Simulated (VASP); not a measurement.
# PtW3 (Pm-3m) in VASP: further runs

Runs on PtW3. Level: r2SCAN. Tasks: single point.

All numbers are computed with VASP 6.6.1; they aren't measurements. Logs are shortened: lines on timing, memory, paths and dates and some standing lists are left out, and cuts for length are marked.

### 1 The cell of the first run

The structure is cubic, space group Pm-3m (No. 221). The conventional cell has a = 3.954 Å, b = 3.954 Å, c = 3.954 Å, α = 90.00°, β = 90.00°, γ = 90.00°. Pt (site symmetry m-3m) has 12 W at 2.80 Å within 3.7 Å. Within 3.7 Å of W (site symmetry 4/mmm) lie 4 Pt at 2.80 Å and 8 W at 2.80 Å.

### 2 Single point, r2SCAN

POSCAR

```
PtW3
1.0
    3.9540306197      0.0000000000      0.0000000000
    0.0000000000      3.9540306197      0.0000000000
    0.0000000000      0.0000000000      3.9540306197
Pt W
1 3
Direct
    0.0000000000      0.0000000000      0.0000000000
    0.0000000000      0.5000000000      0.5000000000
    0.5000000000      0.0000000000      0.5000000000
    0.5000000000      0.5000000000      0.0000000000
```

INCAR.step1

```
SYSTEM = PtW3
ALGO     = Normal         ! electronic algorithm
EDIFF    = 1E-4           ! SCF threshold, eV
ENCUT    = 520            ! plane-wave cutoff, eV
GGA      = PE             ! functional
ISMEAR   = 0              ! smearing method
LASPH    = .TRUE.         ! aspherical terms in the spheres
LCHARG   = .FALSE.        ! write CHGCAR
LREAL    = .FALSE.        ! projectors in reciprocal space
LWAVE    = .TRUE.         ! write WAVECAR
NBANDS   = 34             ! bands
NELM     = 80             ! most SCF steps
PREC     = Accurate       ! precision mode
SIGMA    = 0.1            ! smearing width, eV
```

INCAR.step2

```
SYSTEM = PtW3
ALGO     = Normal         ! electronic algorithm
EDIFF    = 1E-7           ! SCF threshold, eV
ENCUT    = 520            ! plane-wave cutoff, eV
ISIF     = 2              ! what is computed and relaxed
ISMEAR   = 0              ! smearing method
ISTART   = 1            
LASPH    = .TRUE.         ! aspherical terms in the spheres
LCHARG   = .FALSE.        ! write CHGCAR
LMIXTAU  = .TRUE.       
LREAL    = .FALSE.        ! projectors in reciprocal space
LWAVE    = .FALSE.        ! write WAVECAR
METAGGA  = R2SCAN         ! meta-GGA
NBANDS   = 34             ! bands
NELM     = 80             ! most SCF steps
PREC     = Accurate       ! precision mode
SIGMA    = 0.1            ! smearing width, eV
```

KPOINTS

```
k-points
0
G
  4 4 4
  0 0 0
```

Potentials or basis: VASP PAW PBE potentials, release 64 (Pt, W_sv).

Started as:

```bash
$ cat potpaw_PBE.64/Pt/POTCAR potpaw_PBE.64/W_sv/POTCAR > POTCAR
$ cp INCAR.step1 INCAR
$ mpirun -np 1 vasp_std > vasp.out
$ cp INCAR.step2 INCAR
$ mpirun -np 1 vasp_std > vasp.out
```

OUTCAR:

```text
SYSTEM = PtW3
   EDIFF = 1E-7
   ENCUT = 520
   ISIF = 2
   ISMEAR = 0
   ISTART = 1
   LASPH = .TRUE.
   LREAL = .FALSE.
   METAGGA = R2SCAN
   NELM = 80
   PREC = Accurate

 ion  position               nearest neighbor table
   1  0.000  0.000  0.000-   2 2.80   3 2.80   4 2.80   2 2.80   3 2.80   2 2.80   4 2.80   2 2.80
                             3 2.80   4 2.80   3 2.80   4 2.80
   2  0.000  0.500  0.500-   1 2.80   3 2.80   4 2.80   1 2.80   4 2.80   1 2.80   3 2.80   1 2.80
                             3 2.80   4 2.80   4 2.80   3 2.80
   3  0.500  0.000  0.500-   1 2.80   2 2.80   4 2.80   1 2.80   4 2.80   2 2.80   4 2.80   4 2.80
                             1 2.80   2 2.80   1 2.80   2 2.80
   4  0.500  0.500  0.000-   1 2.80   2 2.80   3 2.80   2 2.80   3 2.80   1 2.80   3 2.80   3 2.80
                             1 2.80   2 2.80   2 2.80   1 2.80

  LATTYP: Found a simple cubic cell.
 ALAT       =     3.9540306197

  Lattice vectors:

 A1 = (   3.9540306197,   0.0000000000,   0.0000000000)
 A2 = (   0.0000000000,   3.9540306197,   0.0000000000)
 A3 = (   0.0000000000,   0.0000000000,   3.9540306197)

Analysis of symmetry for initial positions (statically):
=====================================================================
 Subroutine PRICEL returns:
 Original cell was already a primitive cell.

 Routine SETGRP: Setting up the symmetry group for a
 simple cubic supercell.

 Subroutine GETGRP returns: Found 48 space group operations
 (whereof 48 operations were pure point group operations)
 out of a pool of 48 trial point group operations.

The static configuration has the point symmetry O_h .

Analysis of symmetry for dynamics (positions and initial velocities):
=====================================================================
 Subroutine PRICEL returns:
 Original cell was already a primitive cell.

 Routine SETGRP: Setting up the symmetry group for a
 simple cubic supercell.

 Subroutine GETGRP returns: Found 48 space group operations
 (whereof 48 operations were pure point group operations)
 out of a pool of 48 trial point group operations.

The dynamic configuration has the point symmetry O_h .

 Subroutine INISYM returns: Found 48 space group operations
 (whereof 48 operations are pure point group operations),
 and found     1 'primitive' translations

----------------------------------------------------------------------------------------

                                     Primitive cell

  volume of cell :      61.8187

  direct lattice vectors                    reciprocal lattice vectors
     3.954030620  0.000000000  0.000000000     0.252906489  0.000000000  0.000000000
     0.000000000  3.954030620  0.000000000     0.000000000  0.252906489  0.000000000
     0.000000000  0.000000000  3.954030620     0.000000000  0.000000000  0.252906489

  length of vectors
     3.954030620  3.954030620  3.954030620     0.252906489  0.252906489  0.252906489

  position of ions in fractional coordinates (direct lattice)
     0.000000000  0.000000000  0.000000000
     0.000000000  0.500000000  0.500000000
     0.500000000  0.000000000  0.500000000
     0.500000000  0.500000000  0.000000000

  ion indices of the primitive-cell ions
   primitive index   ion index
                 1           1
                 2           2
                 3           3
                 4           4

----------------------------------------------------------------------------------------

 KPOINTS: k-points

Automatic generation of k-mesh.
 Grid dimensions read from file:
 generate k-points for:    4    4    4

 Generating k-lattice:

  Cartesian coordinates                     Fractional coordinates (reciprocal lattice)
     0.063226622  0.000000000  0.000000000     0.250000000  0.000000000  0.000000000
     0.000000000  0.063226622  0.000000000     0.000000000  0.250000000  0.000000000
     0.000000000  0.000000000  0.063226622     0.000000000  0.000000000  0.250000000

  Length of vectors
     0.063226622  0.063226622  0.063226622

  Shift w.r.t. Gamma in fractional coordinates (k-lattice)
     0.000000000  0.000000000  0.000000000

 Subroutine IBZKPT returns following result:
 ===========================================

 Found     10 irreducible k-points:

 Following reciprocal coordinates:
            Coordinates               Weight
  0.000000  0.000000  0.000000      1.000000
  0.250000  0.000000  0.000000      6.000000
  0.500000  0.000000  0.000000      3.000000
  0.250000  0.250000  0.000000     12.000000
  0.500000  0.250000  0.000000     12.000000
  0.500000  0.500000  0.000000      3.000000
  0.250000  0.250000  0.250000      8.000000
  0.500000  0.250000  0.250000     12.000000
  0.500000  0.500000  0.250000      6.000000
  0.500000  0.500000  0.500000      1.000000
   k-points           NKPTS =     10   k-points in BZ     NKDIM =     10   number of bands    NBANDS=     34
   number of dos      NEDOS =    301   number of ions     NIONS =      4
   total plane-waves  NPLWV =  27000
   dimension x,y,z NGX =    30 NGY =   30 NGZ =   30
   dimension x,y,z NGXF=    60 NGYF=   60 NGZF=   60
   ions per type =               1   3
   NGX,Y,Z   is equivalent  to a cutoff of  12.61, 12.61, 12.61 a.u.
   NGXF,Y,Z  is equivalent  to a cutoff of  25.23, 25.23, 25.23 a.u.
 SYSTEM =  PtW3
   PREC   = accura    normal or accurate (medium, high low for compatibility)
   ISTART =      1    job   : 0-new  1-cont  2-samecut
   ICHARG =      0    charge: 1-file 2-atom 10-const
   ISPIN  =      1    spin polarized calculation?
   LNONCOLLINEAR =      F non collinear calculations
   LSORBIT =      F    spin-orbit coupling
   LASPH  =      T    aspherical Exc in radial PAW
   ENCUT  =  520.0 eV  38.22 Ry    6.18 a.u.   7.35  7.35  7.35*2*pi/ulx,y,z
   NELM   =     80;   NELMIN=  2; NELMDL=  0     # of ELM steps
   EDIFF  = 0.1E-06   stopping-criterion for ELM
   LREAL  =      F    real-space projection
   EDIFFG = 0.1E-05   stopping-criterion for IOM
   NSW    =      0    number of steps for IOM
   IBRION =     -1    ionic relax: 0-MD 1-quasi-New 2-CG
   NFREE  =      0    steps in history (QN), initial steepest desc. (CG)
   ISIF   =      2    stress and relaxation
   ISYM   =      2    0-nonsym 1-usesym 2-fastsym
   POTIM  = 0.5000    time-step for ionic-motion
   TEBEG  =    0.0;   TEEND  =   0.0 temperature during run
   PSTRESS=    0.0 pullay stress
   NELECT =      52.0000    total number of electrons
   NUPDOWN=      -1.0000    fix difference up-down
   EMIN   =  10.00;   EMAX   =-10.00  energy-range for DOS
   EFERMI =   0.00;   METHOD = LEGACY
   ISMEAR =     0;   SIGMA  =   0.10  broadening in eV -4-tet -1-fermi 0-gaus
   EFERMI_NEDOS =   21; number of points for ismear=-14 and -15
   IALGO  =     38    algorithm
   IMIX   =      4    mixing-type and parameters
     AMIX     =   0.40;   BMIX     =  1.00
     AMIX_MAG =   1.60;   BMIX_MAG =  1.00
  volume/ion in A,a.u.               =      15.45       104.29
  Fermi-wavevector in a.u.,A,eV,Ry     =   1.545382  2.920349 32.493519  2.388206
  Thomas-Fermi vector in A             =   2.650769
   LORBIT       =      0    0 simple, 1 ext, 2 COOP (PROOUT), +10 PAW based schemes
   METAGGA = R2SCAN    functional components
   LHFCALC =     F    Hartree Fock is set to
   AEXX    =    0.0000 exact exchange contribution
   IVDW    =     0    specifies the selected vdW correction
   LEPSILON=     F    determine dielectric tensor
   LRPA    =     F    only Hartree local field effects (RPA)
 non-spin polarized calculation
 Gauss-broadening in eV      SIGMA  =   0.10
  energy-cutoff  :      520.00
  volume of cell :       61.82
 maximum number of plane-waves:      1743
 NGX is ok and might be reduce to    30
   NGX = 15   NGY = 15   NGZ = 15

 number of electron      52.0000002 magnetization

 Free energy of the ion-electron system (eV)
  ---------------------------------------------------
  ext. energy  EPLUGINS =         0.00000000
  ---------------------------------------------------
  free energy    TOTEN  =      -205.51115445 eV

  energy without entropy =     -205.49354548  energy(sigma->0) =     -205.50234997

 E-fermi :  11.3137     XC(G=0): -15.0044

 val. band max:       11.2400477021   @ k =   0.5000   0.0000   0.0000
 cond. band min:      11.3409415270   @ k =   0.5000   0.2500   0.0000
 fundamental gap:      0.1008938249
 Fermi energy:        11.3136579847

 k-point     1 :       0.0000    0.0000    0.0000
  band No.  band energies     occupation
      1     -64.4877      2.00000
      2     -64.3328      2.00000
      3     -64.3328      2.00000
      4     -28.4861      2.00000
      5     -28.4861      2.00000
      6     -28.4861      2.00000
[... 26 lines left out ...]
     33      16.7080      0.00000
     34      17.4999      0.00000

 k-point     2 :       0.2500    0.0000    0.0000
  band No.  band energies     occupation
      1     -64.4678      2.00000
      2     -64.3524      2.00000
      3     -64.3325      2.00000
      4     -28.4107      2.00000
      5     -28.4107      2.00000
      6     -28.3646      2.00000
[... 26 lines left out ...]
     33      15.6848      0.00000
     34      17.5052      0.00000

 k-point     3 :       0.5000    0.0000    0.0000
  band No.  band energies     occupation
      1     -64.4357      2.00000
      2     -64.3844      2.00000
      3     -64.3323      2.00000
      4     -28.3069      2.00000
      5     -28.3069      2.00000
      6     -28.1137      2.00000
[... 26 lines left out ...]
     33      15.3682      0.00000
     34      17.5105      0.00000
[... 186 lines left out ...]
 k-point     9 :       0.5000    0.5000    0.2500
  band No.  band energies     occupation
      1     -64.3838      2.00000
      2     -64.3837      2.00000
      3     -64.3837      2.00000
      4     -28.6247      2.00000
      5     -28.4373      2.00000
      6     -28.3077      2.00000
[... 26 lines left out ...]
     33      15.3924      0.00000
     34      15.8183      0.00000

 k-point    10 :       0.5000    0.5000    0.5000
  band No.  band energies     occupation
      1     -64.3836      2.00000
      2     -64.3836      2.00000
      3     -64.3836      2.00000
      4     -28.7806      2.00000
      5     -28.4301      2.00000
      6     -28.4301      2.00000
[... 26 lines left out ...]
     33      15.1089      0.00000
     34      16.7145      0.00000

------------------------ aborting loop because EDIFF is reached ----------------------------------------

  FORCE on cell =-STRESS in cart. coord.  units (eV):
  Direction    XX          YY          ZZ          XY          YZ          ZX
  --------------------------------------------------------------------------------------
  -------------------------------------------------------------------------------------
  Total        1.3605291      1.3605291      1.3605291     -0.0000000     -0.0000000     -0.0000000
  in kB       35.2613009     35.2613009     35.2613009     -0.0000000     -0.0000000     -0.0000000
  external PRESSURE =      35.2613009 kB  Pullay stress =       0.0000000 kB

 VOLUME and BASIS-vectors are now :
 -----------------------------------------------------------------------------
  energy-cutoff  :      520.00
  volume of cell :       61.82
      direct lattice vectors                 reciprocal lattice vectors
     3.954030620  0.000000000  0.000000000     0.252906489  0.000000000  0.000000000
     0.000000000  3.954030620  0.000000000     0.000000000  0.252906489  0.000000000
     0.000000000  0.000000000  3.954030620     0.000000000  0.000000000  0.252906489

 POSITION                                       TOTAL-FORCE (eV/Angst)
 -----------------------------------------------------------------------------------
      0.00000      0.00000      0.00000         0.000000      0.000000      0.000000
      0.00000      1.97702      1.97702         0.000000      0.000000      0.000000
      1.97702      0.00000      1.97702         0.000000      0.000000      0.000000
      1.97702      1.97702      0.00000         0.000000      0.000000      0.000000
 -----------------------------------------------------------------------------------
    total drift:                                0.000000      0.000000     -0.000000

  FREE ENERGIE OF THE ION-ELECTRON SYSTEM (eV)
  ---------------------------------------------------
  free  energy   TOTEN  =      -205.5111544502 eV

  energy  without entropy=     -205.4935454835  energy(sigma->0) =     -205.50234997
```

Run time: 82 s. Hardware: 1 thread of AMD EPYC 7R13, shared host; peak memory 0.15 GiB.

Results:

```yaml
Free_energy: -205.5112 eV
Pressure: 3.5 GPa
Band_gap_on_the_k_mesh: zero (bands 26 and 27 overlap by 3.49 eV)
```

Levels at points of the mesh, in eV from the Fermi level:
```
           k point  band 24  band 25  band 26  band 27  band 28  band 29
(0.00, 0.00, 0.00)     0.26     2.61     2.61     2.61     3.57     3.57
(0.50, 0.00, 0.00)    -0.29    -0.07    -0.07     0.64     1.18     1.44
(0.50, 0.50, 0.00)    -2.33    -2.33     0.40     0.40     0.81     0.88
(0.50, 0.50, 0.50)    -1.07    -0.10    -0.10    -0.10     0.60     3.17
```

Caveat: the k points lie up to 0.40 Å⁻¹ apart, too coarse for converged energies and pressures of a metal; the PAW data sets were made with another functional, which shifts forces and pressure a little; spin-orbit coupling is left out, which moves the levels of the heavy elements.

### 3 Single point, r2SCAN

This run uses another cell than the first one, of 15.58 Å³/atom.

POSCAR

```
PtW3
1.0
    3.9646587558      0.0000000000      0.0000000000
    0.0000000000      3.9646587558      0.0000000000
    0.0000000000      0.0000000000      3.9646587558
Pt W
1 3
Direct
    0.0000000000      0.0000000000      0.0000000000
    0.0000000000      0.5000000000      0.5000000000
    0.5000000000      0.0000000000      0.5000000000
    0.5000000000      0.5000000000      0.0000000000
```

INCAR.step1

```
ALGO = Normal
EDIFF = 1E-4
ENCUT = 520
GGA = PE
ISMEAR = 0
LASPH = True
LCHARG = False
LREAL = False
LWAVE = True
NBANDS = 34
NELM = 80
PREC = Accurate
SIGMA = 0.1
```

INCAR.step2

```
ALGO = Normal
EDIFF = 1E-6
ENCUT = 520
ISIF = 2
ISMEAR = 0
ISTART = 1
LASPH = True
LCHARG = False
LMIXTAU = True
LREAL = False
LWAVE = False
METAGGA = R2SCAN
NBANDS = 34
NELM = 80
PREC = Accurate
SIGMA = 0.1
```

KPOINTS

```
k-points
0
Gamma
  12 12 12
```

Potentials or basis: VASP PAW PBE potentials, release 64 (Pt, W_sv).

Started as:

```bash
$ cat potpaw_PBE.64/Pt/POTCAR potpaw_PBE.64/W_sv/POTCAR > POTCAR
$ cp INCAR.step1 INCAR
$ mpirun -np 1 vasp_std > vasp.out
$ cp INCAR.step2 INCAR
$ mpirun -np 1 vasp_std > vasp.out
```

Wall time 7.8 min (1 thread of AMD EPYC 7R13, shared host); peak memory 0.25 GiB.

It converged, with:

```yaml
Free_energy: -205.4425 eV
Pressure: 1.3 GPa
Band_gap_on_the_k_mesh: zero (bands 26 and 27 overlap by 3.65 eV)
```

Levels at points of the mesh, in eV from the Fermi level:
| k point | band 23 | band 24 | band 25 | band 26 | band 27 | band 28 | band 29 | band 30 |
| --- | --- | --- | --- | --- | --- | --- | --- | --- |
| (0.00, 0.00, 0.00) | 0.33 | 0.33 | 2.65 | 2.65 | 2.65 | 3.58 | 3.58 | 3.58 |
| (0.50, 0.00, 0.00) | -2.62 | -0.20 | 0.01 | 0.01 | 0.75 | 1.24 | 1.52 | 1.57 |
| (0.50, 0.50, 0.00) | -2.44 | -2.22 | -2.22 | 0.47 | 0.47 | 0.90 | 0.98 | 0.98 |
| (0.50, 0.50, 0.50) | -0.97 | -0.97 | -0.05 | -0.05 | -0.05 | 0.68 | 3.23 | 3.23 |

Caveat: the PAW data sets were made with another functional, which shifts forces and pressure a little; spin-orbit coupling is left out, which moves the levels of the heavy elements.
